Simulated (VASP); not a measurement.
# Al (Fm-3m) in VASP: further runs

The runs below take Al through single point, with PBE.

Program: VASP 6.6.1. These are calculated values, not measurements. Logs are shortened: lines on timing, memory, paths and dates and some standing lists are left out, and cuts for length are marked.

### Step 1. The cell of the first run

The structure is cubic, space group Fm-3m (No. 225). The conventional cell has a = 3.910 Å, b = 3.910 Å, c = 3.910 Å, α = 90.00°, β = 90.00°, γ = 90.00°. Al (site symmetry m-3m) has 12 Al at 2.76 Å within 3.6 Å.

### Step 2. Single point, PBE

The input, INCAR:

```
SYSTEM = Al
  PREC = Accurate
  ENCUT = 520
  EDIFF = 1E-6
  ISMEAR = -1
  SIGMA = 0.15
  LREAL = .False.
  LASPH = .True.
  NELM = 60
  ALGO = Normal
  ISIF = 2
  LWAVE = .False.
  LCHARG = .False.
  GGA = PE
  NBANDS = 8
```

The input, KPOINTS:

```
Automatic mesh
0
Gamma
  14 14 14
  0 0 0
```

The input, POSCAR:

```
Al
1.0
    0.0000000000      1.9549277334      1.9549277334
    1.9549277334      0.0000000000      1.9549277334
    1.9549277334      1.9549277334      0.0000000000
Al
1
Direct
    0.0000000000      0.0000000000      0.0000000000
```

Potentials or basis: VASP PAW PBE potentials, release 64 (Al).

Command:

```sh
$ cat potpaw_PBE.64/Al/POTCAR > POTCAR
$ mpirun -np 1 vasp_std > vasp.out
```

OUTCAR:

```text
SYSTEM = Al
   PREC = Accurate
   ENCUT = 520
   EDIFF = 1E-6
   ISMEAR = -1
   LREAL = .False.
   LASPH = .True.
   NELM = 60
   ISIF = 2
   GGA = PE

 ion  position               nearest neighbor table
   1  0.000  0.000  0.000-

  LATTYP: Found a face centered cubic cell.
 ALAT       =     3.9098554668

  Lattice vectors:

 A1 = (   0.0000000000,   1.9549277334,   1.9549277334)
 A2 = (   1.9549277334,   0.0000000000,   1.9549277334)
 A3 = (   1.9549277334,   1.9549277334,   0.0000000000)

Analysis of symmetry for initial positions (statically):
=====================================================================
 Subroutine PRICEL returns:
 Original cell was already a primitive cell.

 Routine SETGRP: Setting up the symmetry group for a
 face centered cubic supercell.

 Subroutine GETGRP returns: Found 48 space group operations
 (whereof 48 operations were pure point group operations)
 out of a pool of 48 trial point group operations.

The static configuration has the point symmetry O_h .

Analysis of symmetry for dynamics (positions and initial velocities):
=====================================================================
 Subroutine PRICEL returns:
 Original cell was already a primitive cell.

 Routine SETGRP: Setting up the symmetry group for a
 face centered cubic supercell.

 Subroutine GETGRP returns: Found 48 space group operations
 (whereof 48 operations were pure point group operations)
 out of a pool of 48 trial point group operations.

The dynamic configuration has the point symmetry O_h .

 Subroutine INISYM returns: Found 48 space group operations
 (whereof 48 operations are pure point group operations),
 and found     1 'primitive' translations

----------------------------------------------------------------------------------------

                                     Primitive cell

  volume of cell :      14.9425

  direct lattice vectors                    reciprocal lattice vectors
     0.000000000  1.954927733  1.954927733    -0.255763930  0.255763930  0.255763930
     1.954927733  0.000000000  1.954927733     0.255763930 -0.255763930  0.255763930
     1.954927733  1.954927733  0.000000000     0.255763930  0.255763930 -0.255763930

  length of vectors
     2.764685314  2.764685314  2.764685314     0.442996122  0.442996122  0.442996122

  position of ions in fractional coordinates (direct lattice)
     0.000000000  0.000000000  0.000000000

[... 75 lines left out ...]
   EDIFF  = 0.1E-05   stopping-criterion for ELM
   LREAL  =      F    real-space projection
   EDIFFG = 0.1E-04   stopping-criterion for IOM
   NSW    =      0    number of steps for IOM
   IBRION =     -1    ionic relax: 0-MD 1-quasi-New 2-CG
   NFREE  =      0    steps in history (QN), initial steepest desc. (CG)
   ISIF   =      2    stress and relaxation
   ISYM   =      2    0-nonsym 1-usesym 2-fastsym
   POTIM  = 0.5000    time-step for ionic-motion
   TEBEG  =    0.0;   TEEND  =   0.0 temperature during run
   PSTRESS=    0.0 pullay stress
   NELECT =       3.0000    total number of electrons
   NUPDOWN=      -1.0000    fix difference up-down
   EMIN   =  10.00;   EMAX   =-10.00  energy-range for DOS
   EFERMI =   0.00;   METHOD = LEGACY
   ISMEAR =    -1;   SIGMA  =   0.15  broadening in eV -4-tet -1-fermi 0-gaus
   EFERMI_NEDOS =   21; number of points for ismear=-14 and -15
   IALGO  =     38    algorithm
   IMIX   =      4    mixing-type and parameters
     AMIX     =   0.40;   BMIX     =  1.00
     AMIX_MAG =   1.60;   BMIX_MAG =  1.00
  volume/ion in A,a.u.               =      14.94       100.84
  Fermi-wavevector in a.u.,A,eV,Ry     =   0.958608  1.811507 12.502801  0.918930
  Thomas-Fermi vector in A             =   2.087731
   LORBIT       =      0    0 simple, 1 ext, 2 COOP (PROOUT), +10 PAW based schemes
   GGA     = PE    functional components
   LHFCALC =     F    Hartree Fock is set to
   AEXX    =    0.0000 exact exchange contribution
   IVDW    =     0    specifies the selected vdW correction
   LEPSILON=     F    determine dielectric tensor
   LRPA    =     F    only Hartree local field effects (RPA)
 non-spin polarized calculation
  energy-cutoff  :      520.00
  volume of cell :       14.94
 maximum number of plane-waves:       411
 NGX is ok and might be reduce to    24
   NGX = 11   NGY = 11   NGZ = 11

 number of electron       3.0000000 magnetization

 Free energy of the ion-electron system (eV)
  ---------------------------------------------------
  ext. energy  EPLUGINS =         0.00000000
  ---------------------------------------------------
  free energy    TOTEN  =        -3.71376896 eV

  energy without entropy =       -3.68403036  energy(sigma->0) =       -3.69889966

 E-fermi :   9.0610     XC(G=0): -10.5610

 val. band max:        8.9554289323   @ k =  -0.3571   0.4286   0.2143
 cond. band min:       9.0647159702   @ k =   0.5000   0.2857   0.0000
 fundamental gap:      0.1092870379
 Fermi energy:         9.0609982964

 k-point     1 :       0.0000    0.0000    0.0000
  band No.  band energies     occupation
      1      -2.7634      2.00000
      2      22.2581      0.00000
      3      22.2581      0.00000
      4      22.2581      0.00000
      5      24.5341      0.00000
      6      24.5341      0.00000
      7      24.5341      0.00000
      8      26.2776      0.00000
[... 243 lines left out ...]
 k-point    24 :       0.2857    0.1429    0.0000
  band No.  band energies     occupation
      1      -0.6088      2.00000
      2      13.5947      0.00000
      3      18.1156      0.00000
      4      19.4522      0.00000
      5      20.3297      0.00000
      6      24.4677      0.00000
      7      28.4508      0.00000
      8      29.1134      0.00000

 [... further k-points ...]

------------------------ aborting loop because EDIFF is reached ----------------------------------------

  FORCE on cell =-STRESS in cart. coord.  units (eV):
  Direction    XX          YY          ZZ          XY          YZ          ZX
  --------------------------------------------------------------------------------------
  -------------------------------------------------------------------------------------
  Total        0.8899947      0.8899947      0.8899947      0.0000000      0.0000000      0.0000000
  in kB       95.4280151     95.4280151     95.4280151      0.0000000      0.0000000      0.0000000
  external PRESSURE =      95.4280151 kB  Pullay stress =       0.0000000 kB

 VOLUME and BASIS-vectors are now :
 -----------------------------------------------------------------------------
  energy-cutoff  :      520.00
  volume of cell :       14.94
      direct lattice vectors                 reciprocal lattice vectors
     0.000000000  1.954927733  1.954927733    -0.255763930  0.255763930  0.255763930
     1.954927733  0.000000000  1.954927733     0.255763930 -0.255763930  0.255763930
     1.954927733  1.954927733  0.000000000     0.255763930  0.255763930 -0.255763930

 POSITION                                       TOTAL-FORCE (eV/Angst)
 -----------------------------------------------------------------------------------
      0.00000      0.00000      0.00000         0.000000      0.000000     -0.000000
 -----------------------------------------------------------------------------------
    total drift:                               -0.000000      0.000000      0.000000

  FREE ENERGIE OF THE ION-ELECTRON SYSTEM (eV)
  ---------------------------------------------------
  free  energy   TOTEN  =        -3.7137689606 eV

  energy  without entropy=       -3.6840303600  energy(sigma->0) =       -3.69889966
```

stdout:

```text
POSCAR found type information on POSCAR Al
 POSCAR found :  1 types and       1 ions
 scaLAPACK will be used
 LDA part: xc-table for (Slater+PW92), standard interpolation
 POSCAR, INCAR and KPOINTS ok, starting setup
 FFT: planning ... GRIDC
 FFT: planning ... GRID_SOFT
 FFT: planning ... GRID
 WAVECAR not read
 entering main loop
```

Wall time 5.4 s (1 thread of Intel Xeon 6975P-C, shared host); peak memory 0.13 GiB.

Results:

| Quantity | Value |
| --- | --- |
| Free energy | -3.7138 eV |
| Pressure | 9.5 GPa |

Levels at points of the mesh, in eV from the Fermi level:
| k point | band 1 | band 2 | band 3 | band 4 |
| --- | --- | --- | --- | --- |
| (0.00, 0.00, 0.00) | -11.82 | 13.20 | 13.20 | 13.20 |
| (0.50, 0.00, 0.00) | -4.98 | -4.51 | 11.94 | 11.94 |
| (0.50, 0.50, 0.00) | -3.15 | -1.62 | 5.29 | 6.09 |

### Step 3. Single point, PBE

This run uses another cell than the first one, of 15.36 Å³/atom, 1.028 times its volume.

The input, INCAR:

```
SYSTEM = Al
PREC     = Accurate       ! precision mode
ENCUT    = 520            ! plane-wave cutoff, eV
EDIFF    = 1E-6           ! SCF threshold, eV
ISMEAR   = -1             ! smearing method
SIGMA    = 0.15           ! smearing width, eV
LREAL    = .False.        ! projectors in reciprocal space
LASPH    = .True.         ! aspherical terms in the spheres
NELM     = 100            ! most SCF steps
ALGO     = Normal         ! electronic algorithm
ISIF     = 2              ! what is computed and relaxed
LWAVE    = .False.        ! write WAVECAR
LCHARG   = .False.        ! write CHGCAR
GGA      = PE             ! functional
NBANDS   = 8              ! bands
```

The input, KPOINTS:

```
regular mesh
0
Gamma
  14 14 14
  0 0 0
```

The input, POSCAR:

```
Al
1.0
    0.0000000000      1.9728638521      1.9728638521
    1.9728638521      0.0000000000      1.9728638521
    1.9728638521      1.9728638521      0.0000000000
Al
1
Direct
    0.0000000000      0.0000000000      0.0000000000
```

Potentials or basis: VASP PAW PBE potentials, release 64 (Al).

Command:

```sh
$ cat potpaw_PBE.64/Al/POTCAR > POTCAR
$ mpirun -np 1 vasp_std > vasp.out
```

OUTCAR:

```text
SYSTEM = Al
   PREC = Accurate
   ENCUT = 520
   EDIFF = 1E-6
   ISMEAR = -1
   LREAL = .False.
   LASPH = .True.
   NELM = 100
   ISIF = 2
   GGA = PE

 ion  position               nearest neighbor table
   1  0.000  0.000  0.000-

  LATTYP: Found a face centered cubic cell.
 ALAT       =     3.9457277042

  Lattice vectors:

 A1 = (   0.0000000000,   1.9728638521,   1.9728638521)
 A2 = (   1.9728638521,   0.0000000000,   1.9728638521)
[... 443 lines left out ...]
      8      28.4465      0.00000

 [... further k-points ...]

------------------------ aborting loop because EDIFF is reached ----------------------------------------

  FORCE on cell =-STRESS in cart. coord.  units (eV):
  Direction    XX          YY          ZZ          XY          YZ          ZX
  --------------------------------------------------------------------------------------
  -------------------------------------------------------------------------------------
  Total        0.6203820      0.6203820      0.6203820     -0.0000000      0.0000000     -0.0000000
  in kB       64.7214781     64.7214781     64.7214781     -0.0000000      0.0000000     -0.0000000
  external PRESSURE =      64.7214781 kB  Pullay stress =       0.0000000 kB

 VOLUME and BASIS-vectors are now :
 -----------------------------------------------------------------------------
  energy-cutoff  :      520.00
  volume of cell :       15.36
      direct lattice vectors                 reciprocal lattice vectors
     0.000000000  1.972863852  1.972863852    -0.253438675  0.253438675  0.253438675
     1.972863852  0.000000000  1.972863852     0.253438675 -0.253438675  0.253438675
     1.972863852  1.972863852  0.000000000     0.253438675  0.253438675 -0.253438675

 POSITION                                       TOTAL-FORCE (eV/Angst)
 -----------------------------------------------------------------------------------
      0.00000      0.00000      0.00000         0.000000      0.000000      0.000000
 -----------------------------------------------------------------------------------
    total drift:                                0.000000     -0.000000     -0.000000

  FREE ENERGIE OF THE ION-ELECTRON SYSTEM (eV)
  ---------------------------------------------------
  free  energy   TOTEN  =        -3.7344361548 eV

  energy  without entropy=       -3.7034757991  energy(sigma->0) =       -3.71895598
```

Run time: 5.1 s. Hardware: 1 thread of Intel Xeon 6975P-C, shared host; peak memory 0.13 GiB.

Results:

* Free energy: -3.7344 eV
* Pressure: 6.5 GPa
